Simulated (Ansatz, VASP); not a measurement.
**TiO2 in VASP and in Ansatz**

```
CELL_PARAMETERS angstrom
0.00000 2.41499 2.41499
2.41499 0.00000 2.41499
2.41499 2.41499 0.00000
ATOMIC_POSITIONS crystal
Ti 0.00000 0.00000 0.00000
O 0.25000 0.25000 0.25000
O 0.75000 0.75000 0.75000
```

Change from the starting cell: volume scaled by 1, norm-conserving files.

Alike in both runs: task single point; functional PBE; k mesh 12 × 12 × 12; occupations fermi-dirac, width 0.1 eV; no spin polarisation.

|  | VASP | Ansatz |
| --- | --- | --- |
| version | VASP 6.6.1 | Ansatz 0.2.0 |
| potentials or method | VASP PAW PBE potentials, release 64 (Ti_sv, O) | norm-conserving pseudopotentials, scalar-relativistic |
| plane-wave cutoff (eV) | 520 | 1240 |
| valence electrons in the cell | 24 | 24 |

```tsv
	VASP	Ansatz	Ansatz less VASP
pressure (GPa)	0.8	-0.1	-0.91
```
